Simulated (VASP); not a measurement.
# Li (P6_3/mmc) in VASP: further runs

Li is run at these levels: PBEsol; tasks: single point.

Everything below comes from runs of VASP 6.6.1. Logs are shortened: lines on timing, memory, paths and dates and some standing lists are left out, and cuts for length are marked.

## (1) The cell of the first run

It takes space group P6_3/mmc (No. 194, hexagonal). Conventional cell: a = 3.069 Å, b = 3.069 Å, c = 5.024 Å, α = 90.00°, β = 90.00°, γ = 120.00°. Li (site symmetry -6m2) has 12 Li at 3.07 Å within 4.0 Å.

This isn't the form of Li at room conditions, which is bcc.

## (2) Single point, PBEsol (20.49 Å³/atom)

File INCAR:

```
SYSTEM = Li
ALGO     = Normal         ! electronic algorithm
EDIFF    = 1E-7           ! SCF threshold, eV
ENCUT    = 520            ! plane-wave cutoff, eV
GGA      = PS             ! functional
ISIF     = 2              ! what is computed and relaxed
ISMEAR   = -1             ! smearing method
LASPH    = .True.         ! aspherical terms in the spheres
LCHARG   = .False.        ! write CHGCAR
LREAL    = .False.        ! projectors in reciprocal space
LWAVE    = .False.        ! write WAVECAR
NBANDS   = 10             ! bands
NELM     = 100            ! most SCF steps
PREC     = Accurate       ! precision mode
SIGMA    = 0.08           ! smearing width, eV
```

File KPOINTS:

```
k-points
0
Gamma
  15 15 8
  0 0 0
```

File POSCAR:

```
Li
1.0
    3.0689564278      0.0000000000      0.0000000000
   -1.5344782139      2.6577942296      0.0000000000
    0.0000000000      0.0000000000      5.0241672378
Li
2
Direct
    0.3333333333      0.6666666667      0.2500000000
    0.6666666667      0.3333333333      0.7500000000
```

Potentials or basis: VASP PAW PBE potentials, release 64 (Li_sv).

Command:

```console
$ cat potpaw_PBE.64/Li_sv/POTCAR > POTCAR
$ mpirun -np 1 vasp_std > vasp.out
```

OUTCAR:

```text
SYSTEM = Li
   EDIFF = 1E-7
   ENCUT = 520
   GGA = PS
   ISIF = 2
   ISMEAR = -1
   LASPH = .True.
   LREAL = .False.
   NELM = 100
   PREC = Accurate

 ion  position               nearest neighbor table
   1  0.333  0.667  0.250-
   2  0.667  0.333  0.750-

  LATTYP: Found a hexagonal cell.
 ALAT       =     3.0689564278
 C/A-ratio  =     1.6370930497

  Lattice vectors:

 A1 = (   3.0689564278,   0.0000000000,   0.0000000000)
 A2 = (  -1.5344782139,   2.6577942296,   0.0000000000)
 A3 = (   0.0000000000,   0.0000000000,   5.0241672378)

Analysis of symmetry for initial positions (statically):
=====================================================================
 Subroutine PRICEL returns:
 Original cell was already a primitive cell.

 Routine SETGRP: Setting up the symmetry group for a
 hexagonal supercell.

 Subroutine GETGRP returns: Found 24 space group operations
 (whereof 12 operations were pure point group operations)
 out of a pool of 24 trial point group operations.

The static configuration has the point symmetry D_3d.
 The point group associated with its full space group is D_6h.

Analysis of symmetry for dynamics (positions and initial velocities):
=====================================================================
 Subroutine PRICEL returns:
 Original cell was already a primitive cell.

 Routine SETGRP: Setting up the symmetry group for a
 hexagonal supercell.

 Subroutine GETGRP returns: Found 24 space group operations
 (whereof 12 operations were pure point group operations)
 out of a pool of 24 trial point group operations.

The dynamic configuration has the point symmetry D_3d.
 The point group associated with its full space group is D_6h.

 Subroutine INISYM returns: Found 24 space group operations
 (whereof 12 operations are pure point group operations),
 and found     1 'primitive' translations

----------------------------------------------------------------------------------------

                                     Primitive cell

  volume of cell :      40.9804

  direct lattice vectors                    reciprocal lattice vectors
     3.068956428  0.000000000  0.000000000     0.325843662  0.188125926  0.000000000
    -1.534478214  2.657794230  0.000000000     0.000000000  0.376251852  0.000000000
     0.000000000  0.000000000  5.024167238     0.000000000  0.000000000  0.199037960

  length of vectors
     3.068956428  3.068956428  5.024167238     0.376251852  0.376251852  0.199037960

  position of ions in fractional coordinates (direct lattice)
     0.333333333  0.666666667  0.250000000
     0.666666667  0.333333333  0.750000000

  ion indices of the primitive-cell ions
   primitive index   ion index
                 1           1
                 2           2

----------------------------------------------------------------------------------------

 KPOINTS: k-points

Automatic generation of k-mesh.
 Grid dimensions read from file:
 generate k-points for:   15   15    8

 Generating k-lattice:

  Cartesian coordinates                     Fractional coordinates (reciprocal lattice)
     0.021722911  0.012541728  0.000000000     0.066666667  0.000000000  0.000000000
     0.000000000  0.025083457  0.000000000     0.000000000  0.066666667  0.000000000
     0.000000000  0.000000000  0.024879745     0.000000000  0.000000000  0.125000000

  Length of vectors
     0.025083457  0.025083457  0.024879745

  Shift w.r.t. Gamma in fractional coordinates (k-lattice)
     0.000000000  0.000000000  0.000000000

 Subroutine IBZKPT returns following result:
 ===========================================

 Found    135 irreducible k-points:

 Following reciprocal coordinates:
            Coordinates               Weight
  0.000000  0.000000  0.000000      1.000000
  0.066667  0.000000  0.000000      6.000000
  0.133333  0.000000  0.000000      6.000000
  0.200000  0.000000  0.000000      6.000000
  0.266667  0.000000  0.000000      6.000000
  0.333333  0.000000  0.000000      6.000000
[... 16 lines left out ...]
  0.333333  0.200000  0.000000     12.000000
  0.400000  0.200000  0.000000      6.000000
 [... further k-points ...]
   k-points           NKPTS =    135   k-points in BZ     NKDIM =    135   number of bands    NBANDS=     10
   number of dos      NEDOS =    301   number of ions     NIONS =      2
   total plane-waves  NPLWV =  23040
   dimension x,y,z NGX =    24 NGY =   24 NGZ =   40
   dimension x,y,z NGXF=    48 NGYF=   48 NGZF=   80
   ions per type =               2
   NGX,Y,Z   is equivalent  to a cutoff of  13.00, 13.00, 13.24 a.u.
   NGXF,Y,Z  is equivalent  to a cutoff of  26.00, 26.00, 26.47 a.u.
 SYSTEM =  Li
   PREC   = accura    normal or accurate (medium, high low for compatibility)
   ISTART =      0    job   : 0-new  1-cont  2-samecut
   ICHARG =      2    charge: 1-file 2-atom 10-const
   ISPIN  =      1    spin polarized calculation?
   LNONCOLLINEAR =      F non collinear calculations
[... 32 lines left out ...]
   IVDW    =     0    specifies the selected vdW correction
   LEPSILON=     F    determine dielectric tensor
   LRPA    =     F    only Hartree local field effects (RPA)
 non-spin polarized calculation
  energy-cutoff  :      520.00
  volume of cell :       40.98
 maximum number of plane-waves:      1118
 NGX is ok and might be reduce to    24
   NGX = 11   NGY = 11   NGZ = 19

 number of electron       5.9999996 magnetization

 Free energy of the ion-electron system (eV)
  ---------------------------------------------------
  ext. energy  EPLUGINS =         0.00000000
  ---------------------------------------------------
  free energy    TOTEN  =        -3.94400452 eV

  energy without entropy =       -3.92276430  energy(sigma->0) =       -3.93338441

 E-fermi :   0.5976     XC(G=0):  -6.9913

 val. band max:        0.5854954169   @ k =   0.4667   0.0667   0.0000
 cond. band min:       0.6063926114   @ k =   0.4000  -0.0000   0.5000
 fundamental gap:      0.0208971946
 Fermi energy:         0.5975560282

 k-point     1 :       0.0000    0.0000    0.0000
  band No.  band energies     occupation
      1     -45.3339      2.00000
      2     -45.3159      2.00000
      3      -2.9442      2.00000
      4       0.5708      1.16584
      5       3.4749      0.00000
      6      13.0034      0.00000
      7      13.0034      0.00000
      8      14.3873      0.00000
      9      14.3873      0.00000
     10      14.9404      0.00000

 k-point     2 :       0.0667    0.0000    0.0000
  band No.  band energies     occupation
      1     -45.3332      2.00000
      2     -45.3156      2.00000
      3      -2.8737      2.00000
      4       0.6636      0.60922
      5       3.5022      0.00000
      6      12.2191      0.00000
      7      12.4593      0.00000
      8      14.3686      0.00000
      9      14.7306      0.00000
     10      14.8692      0.00000

 k-point     3 :       0.1333    0.0000    0.0000
  band No.  band energies     occupation
      1     -45.3313      2.00000
      2     -45.3146      2.00000
      3      -2.6623      2.00000
      4       0.9418      0.02668
      5       3.5788      0.00000
      6      10.6321      0.00000
      7      11.5803      0.00000
      8      14.2809      0.00000
      9      14.4813      0.00000
     10      14.8581      0.00000

 k-point     4 :       0.2000    0.0000    0.0000
  band No.  band energies     occupation
      1     -45.3283      2.00000
      2     -45.3132      2.00000
      3      -2.3097      2.00000
      4       1.4048      0.00008
      5       3.6781      0.00000
      6       8.9640      0.00000
      7      10.7607      0.00000
      8      13.3317      0.00000
      9      13.4279      0.00000
     10      14.3656      0.00000
[... 222 lines left out ...]
 k-point    22 :       0.2667    0.2000    0.0000
  band No.  band energies     occupation
      1     -45.3170      2.00000
      2     -45.3098      2.00000
      3      -0.3282      1.99998
      4       3.6443      0.00000
      5       3.9673      0.00000
      6       5.0787      0.00000
      7       7.2785      0.00000
      8       9.3524      0.00000
      9      11.2824      0.00000
     10      11.4617      0.00000

 k-point    23 :       0.3333    0.2000    0.0000
  band No.  band energies     occupation
      1     -45.3147      2.00000
      2     -45.3099      2.00000
      3       0.4889      1.59108
      4       2.7899      0.00000
      5       4.8690      0.00000
      6       5.0208      0.00000
      7       6.9337      0.00000
      8       7.9044      0.00000
      9      10.7937      0.00000
     10      11.0509      0.00000

 k-point    24 :       0.4000    0.2000    0.0000
  band No.  band energies     occupation
      1     -45.3137      2.00000
      2     -45.3100      2.00000
      3       1.1074      0.00341
      4       2.0912      0.00000
      5       4.8807      0.00000
      6       5.8656      0.00000
      7       6.8068      0.00000
      8       6.9121      0.00000
      9      10.6208      0.00000
     10      10.9285      0.00000

 [... further k-points ...]

------------------------ aborting loop because EDIFF is reached ----------------------------------------

  FORCE on cell =-STRESS in cart. coord.  units (eV):
  Direction    XX          YY          ZZ          XY          YZ          ZX
  --------------------------------------------------------------------------------------
  -------------------------------------------------------------------------------------
  Total       -0.0676397     -0.0676397     -0.0667269      0.0000000      0.0000000      0.0000000
  in kB       -2.6444548     -2.6444548     -2.6087672      0.0000000      0.0000000      0.0000000
  external PRESSURE =      -2.6325589 kB  Pullay stress =       0.0000000 kB

 VOLUME and BASIS-vectors are now :
 -----------------------------------------------------------------------------
  energy-cutoff  :      520.00
  volume of cell :       40.98
      direct lattice vectors                 reciprocal lattice vectors
     3.068956428  0.000000000  0.000000000     0.325843662  0.188125926  0.000000000
    -1.534478214  2.657794230  0.000000000     0.000000000  0.376251852  0.000000000
     0.000000000  0.000000000  5.024167238     0.000000000  0.000000000  0.199037960

 POSITION                                       TOTAL-FORCE (eV/Angst)
 -----------------------------------------------------------------------------------
     -0.00000      1.77186      1.25604         0.000000     -0.000000      0.000000
      1.53448      0.88593      3.76813        -0.000000      0.000000      0.000000
 -----------------------------------------------------------------------------------
    total drift:                               -0.000000      0.000000      0.000000

  FREE ENERGIE OF THE ION-ELECTRON SYSTEM (eV)
  ---------------------------------------------------
  free  energy   TOTEN  =        -3.9440045223 eV

  energy  without entropy=       -3.9227643028  energy(sigma->0) =       -3.93338441
```

Run time: 18 s. Hardware: 1 thread of Intel Xeon Platinum 8559C (Emerald Rapids), shared host; peak memory 0.17 GiB.

Results:

```yaml
Free_energy: -3.9440 eV
Band_gap_on_the_k_mesh: zero (bands 3 and 4 overlap by 4.59 eV)
```

Caveat: the cutoff is under 1.25 times the usual one of these potentials, so pressure, stress and relaxed cells hold a basis-set (Pulay) error; the PAW data sets were made with another functional, which shifts forces and pressure a little.

## (3) Single point, PBEsol (zz strain of -3 %)

File INCAR:

```
SYSTEM = Li
PREC = Accurate
ENCUT = 520
EDIFF = 1E-6
ISMEAR = -1
SIGMA = 0.08
LREAL = .False.
LASPH = .True.
NELM = 100
ALGO = Normal
ISIF = 2
LWAVE = .False.
LCHARG = .True.
GGA = PS
LELF = .True.
LVHAR = .True.
NBANDS = 10
```

File KPOINTS:

```
Automatic mesh
0
Gamma
  15 15 8
  0 0 0
```

File POSCAR:

```
Li
1.0
    3.1110021516      0.0000000000      0.0000000000
   -1.5555010758      2.6942068945      0.0000000000
    0.0000000000      0.0000000000      4.9402100000
Li
2
Direct
    0.3333333333      0.6666666667      0.2500000000
    0.6666666667      0.3333333333      0.7500000000
```

Potentials or basis: VASP PAW PBE potentials, release 64 (Li_sv).

Command:

```console
$ cat potpaw_PBE.64/Li_sv/POTCAR > POTCAR
$ mpirun -np 1 vasp_std > vasp.out
```

It took 17 s on 1 thread of Intel Xeon Platinum 8559C (Emerald Rapids), shared host; peak memory 0.17 GiB.

The run converged. Its results:

```yaml
Free_energy: -3.9420 eV
Band_gap_on_the_k_mesh: zero (bands 3 and 4 overlap by 4.44 eV)
```

Levels at points of the mesh, in eV from the Fermi level:
```tsv
k point	band 1	band 2	band 3	band 4	band 5	band 6
(0.00, 0.00, 0.00)	-45.95	-45.93	-3.52	0.15	3.09	11.97
(0.00, 0.00, 0.50)	-45.94	-45.94	-2.38	-2.38	8.30	8.30
```

Caveat: the cell differs from its parent crystal (zz strain of -3 %); the cutoff is under 1.25 times the usual one of these potentials, so pressure, stress and relaxed cells hold a basis-set (Pulay) error; the PAW data sets were made with another functional, which shifts forces and pressure a little.

## (4) Single point, PBEsol (20.92 Å³/atom)

This run uses another cell than the first one, of 20.92 Å³/atom.

File INCAR:

```
  PREC = Accurate
  ENCUT = 520
  EDIFF = 1E-6
  ISMEAR = -1
  SIGMA = 0.08
  LREAL = F
  LASPH = T
  NELM = 80
  ALGO = Normal
  ISIF = 2
  LWAVE = F
  LCHARG = F
  GGA = PS
  NBANDS = 10
```

File KPOINTS:

```
Automatic mesh
0
Gamma
  15 15 8
```

File POSCAR:

```
Li
1.0
    3.0901223134      0.0000000000      0.0000000000
   -1.5450611567      2.6761244242      0.0000000000
    0.0000000000      0.0000000000      5.0588177620
Li
2
Direct
    0.3333333333      0.6666666667      0.2500000000
    0.6666666667      0.3333333333      0.7500000000
```

Command:

```console
$ cat potpaw_PBE.64/Li_sv/POTCAR > POTCAR
$ mpirun -np 1 vasp_std > vasp.out
```

It took 16 s on 1 thread of Intel Xeon Platinum 8559C (Emerald Rapids), shared host; peak memory 0.17 GiB.

The run converged. Its results:

```yaml
Free_energy: -3.9426 eV
Band_gap_on_the_k_mesh: zero (bands 3 and 4 overlap by 4.55 eV)
```

Levels at points of the mesh, in eV from the Fermi level:
| k point | band 1 | band 2 | band 3 | band 4 | band 5 | band 6 | band 7 | band 8 |
| --- | --- | --- | --- | --- | --- | --- | --- | --- |
| (0.00, 0.00, 0.00) | -45.97 | -45.95 | -3.52 | -0.02 | 2.81 | 12.23 | 12.23 | 13.60 |
| (0.00, 0.00, 0.50) | -45.96 | -45.96 | -2.42 | -2.42 | 7.77 | 7.77 | 13.12 | 13.12 |

Caveat: the cutoff is under 1.25 times the usual one of these potentials, so pressure, stress and relaxed cells hold a basis-set (Pulay) error; the PAW data sets were made with another functional, which shifts forces and pressure a little.

## (5) Single point, PBEsol (zz strain of -2 %)

File INCAR:

```
SYSTEM = Li
PREC = Accurate
ENCUT = 520
EDIFF = 1E-7
ISMEAR = -1
SIGMA = 0.08
LREAL = .False.
LASPH = .True.
NELM = 60
ALGO = Normal
ISIF = 2
LWAVE = .False.
LCHARG = .False.
GGA = PS
NBANDS = 10
```

File KPOINTS:

```
regular mesh
0
Gamma
  15 15 8
  0 0 0
```

File POSCAR:

```
Li
1.0
    3.1110021516      0.0000000000      0.0000000000
   -1.5555010758      2.6942068945      0.0000000000
    0.0000000000      0.0000000000      4.9911400000
Li
2
Direct
    0.3333333333      0.6666666667      0.2500000000
    0.6666666667      0.3333333333      0.7500000000
```

Command:

```console
$ cat potpaw_PBE.64/Li_sv/POTCAR > POTCAR
$ mpirun -np 1 vasp_std > vasp.out
```

Wall time 15 s (1 thread of Intel Xeon Platinum 8559C (Emerald Rapids), shared host); peak memory 0.17 GiB.

The run converged. Its results:

- Free energy: -3.9420 eV
- Band gap on the k mesh: zero (bands 3 and 4 overlap by 4.46 eV)

Levels at points of the mesh, in eV from the Fermi level:
```tsv
k point	band 1	band 2	band 3	band 4	band 5	band 6	band 7
(0.00, 0.00, 0.00)	-45.96	-45.95	-3.51	0.09	2.97	12.00	12.00
(0.00, 0.00, 0.50)	-45.96	-45.96	-2.38	-2.38	8.08	8.08	12.93
```

Caveat: the cell differs from its parent crystal (zz strain of -2 %); the cutoff is under 1.25 times the usual one of these potentials, so pressure, stress and relaxed cells hold a basis-set (Pulay) error; the PAW data sets were made with another functional, which shifts forces and pressure a little.

## (6) Single point, PBEsol (20.70 Å³/atom)

This run uses another cell than the first one, of 20.70 Å³/atom.

File INCAR:

```
PREC = Accurate
ENCUT = 520
EDIFF = 1E-7
ISMEAR = -1
SIGMA = 0.08
LREAL = F
LASPH = T
NELM = 100
ALGO = Normal
ISIF = 2
LWAVE = F
LCHARG = F
GGA = PS
NBANDS = 10
```

File KPOINTS:

```
regular mesh
0
Gamma
  15 15 8
```

File POSCAR:

```
Li
1.0
    3.0795757388      0.0000000000      0.0000000000
   -1.5397878694      2.6669908227      0.0000000000
    0.0000000000      0.0000000000      5.0415520381
Li
2
Direct
    0.3333333333      0.6666666667      0.2500000000
    0.6666666667      0.3333333333      0.7500000000
```

Potentials or basis: VASP PAW PBE potentials, release 64 (Li_sv).

Command:

```console
$ cat potpaw_PBE.64/Li_sv/POTCAR > POTCAR
$ mpirun -np 1 vasp_std > vasp.out
```

Run time: 18 s. Hardware: 1 thread of Intel Xeon Platinum 8559C (Emerald Rapids), shared host; peak memory 0.17 GiB.

The run converged. Its results:

| Item | Value |
| --- | --- |
| Free energy | -3.9435 eV |
| Band gap on the k mesh | zero (bands 3 and 4 overlap by 4.57 eV) |

Levels at points of the mesh, in eV from the Fermi level:
| k point | band 1 | band 2 | band 3 | band 4 | band 5 | band 6 |
| --- | --- | --- | --- | --- | --- | --- |
| (0.00, 0.00, 0.00) | -45.95 | -45.93 | -3.53 | -0.02 | 2.84 | 12.32 |
| (0.00, 0.00, 0.50) | -45.94 | -45.94 | -2.43 | -2.43 | 7.83 | 7.83 |

Caveat: the cutoff is under 1.25 times the usual one of these potentials, so pressure, stress and relaxed cells hold a basis-set (Pulay) error; the PAW data sets were made with another functional, which shifts forces and pressure a little.

## (7) The runs side by side

| cell | gap on the mesh (eV) |
| --- | --- |
| a = 3.069, b = 3.069, c = 5.024 Å, angles 90.0, 90.0, 120.0°, 2 atoms | none |
| a = 3.111, b = 3.111, c = 4.940 Å, angles 90.0, 90.0, 120.0°, 2 atoms | none |
| a = 3.090, b = 3.090, c = 5.059 Å, angles 90.0, 90.0, 120.0°, 2 atoms | none |
| a = 3.111, b = 3.111, c = 4.991 Å, angles 90.0, 90.0, 120.0°, 2 atoms | none |
| a = 3.080, b = 3.080, c = 5.042 Å, angles 90.0, 90.0, 120.0°, 2 atoms | none |

Alike in all rows: task single point; level PBEsol; potentials or basis VASP PAW PBE potentials, release 64 (Li_sv); no spin polarisation; k mesh 15 × 15 × 8; cutoff (eV) 520; smearing fermi-dirac 0.08 eV.

Caveats: the cutoff is under 1.25 times the usual one of these potentials, so pressure, stress and relaxed cells hold a basis-set (Pulay) error; the PAW data sets were made with another functional, which shifts forces and pressure a little.

Total energies depend on the potentials used, so only differences within one code and one set of settings carry meaning.

The gap in the log of VASP goes by the Fermi energy; the results here count the filled bands.